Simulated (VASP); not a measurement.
Wanted: the native input for a VASP 6.6.1 run.

| Property | Result |
| --- | --- |
| Task | single point |
| Functional | PBE |
| Potentials or basis | VASP PAW PBE potentials, release 64 (Eu, Fe, As) |
| Cutoff | 520 eV |
| k mesh | 3 × 3 × 3 |
| Occupations | gaussian, width 0.05 eV |
| Spin | collinear spin, ferromagnetic start |
| Starting moments | [7.0, 2.5, 2.5, 2.5, 2.5, 0.0, 0.0, 0.0, 0.0, 0.0, 0.0, 0.0, 0.0, 0.0, 0.0, 0.0, 0.0] μB |
| Hubbard terms | Eu f U = 6.0 eV |
| Dipole correction | no |
| Further INCAR settings | LREAL = Auto; ALGO = Normal; EDIFF = 1e-07; NBANDS = 72 |

The structure of EuFe4As12 lies in POSCAR:

```
EuFe4As12
1.0
   -4.1687000000      4.1687000000      4.1687000000
    4.1687000000     -4.1687000000      4.1687000000
    4.1687000000      4.1687000000     -4.1687000000
Eu Fe As
1 4 12
Direct
    0.0000000000      0.0000000000      0.0000000000
    0.5000000000      0.0000000000      0.0000000000
    0.0000000000      0.5000000000      0.0000000000
    0.0000000000      0.0000000000      0.5000000000
    0.5000000000      0.5000000000      0.5000000000
    0.5016558800      0.6566206000      0.8450352800
    0.4983441200      0.3433794000      0.1549647200
    0.8115853200      0.6566206000      0.1549647200
    0.1884146800      0.3433794000      0.8450352800
    0.8450352800      0.1884146800      0.3433794000
    0.1549647200      0.8115853200      0.6566206000
    0.1549647200      0.4983441200      0.3433794000
    0.8450352800      0.5016558800      0.6566206000
    0.6566206000      0.1549647200      0.8115853200
    0.3433794000      0.8450352800      0.1884146800
    0.3433794000      0.1549647200      0.4983441200
    0.6566206000      0.8450352800      0.5016558800
```

One way to write it, as run:

INCAR

```
PREC = Accurate ; ENCUT = 520
EDIFF = 1E-7 ; ISMEAR = 0
SIGMA = 0.05 ; LREAL = Auto
LASPH = T ; NELM = 150
ALGO = Normal ; ISIF = 2
LWAVE = F ; LCHARG = F
ISPIN = 2 ; MAGMOM = 7 2.5 2.5 2.5 2.5 0 0 0 0 0 0 0 0 0 0 0 0
LORBIT = 11 ; LMAXMIX = 6
LDAU = T ; LDAUTYPE = 2
LDAUL = 3 -1 -1 ; LDAUU = 6 0 0
LDAUJ = 0 0 0 ; LDAUPRINT = 1
GGA = PE ; NBANDS = 72
```

KPOINTS

```
Automatic mesh
0
Gamma
  3 3 3
```

Potentials or basis: VASP PAW PBE potentials, release 64 (Eu, Fe, As).

Run with:

```sh
$ cat potpaw_PBE.64/Eu/POTCAR potpaw_PBE.64/Fe/POTCAR potpaw_PBE.64/As/POTCAR > POTCAR
$ mpirun -np 1 vasp_std > vasp.out
```

Results of the run:

```json
{
  "Pressure": "1.6 GPa",
  "Largest force": "0.078 eV/Å",
  "Net moment": "8.93 μB per cell",
  "Site moments": "Eu +6.69; Fe +0.50; As -0.01 μB",
  "Valence electrons inside the program's atomic spheres": "Eu 14.95; Fe 7.51; As 2.76"
}
```

Caveat: only a ferromagnetic start was run, and an antiferromagnetic order may lie lower in energy.

Run time: 39 min on 1 thread of Intel(R) Xeon(R) Platinum 8259CL CPU @ 2.50GHz (Skylake/Cascade Lake), on a shared host, peak memory 0.6 GiB.
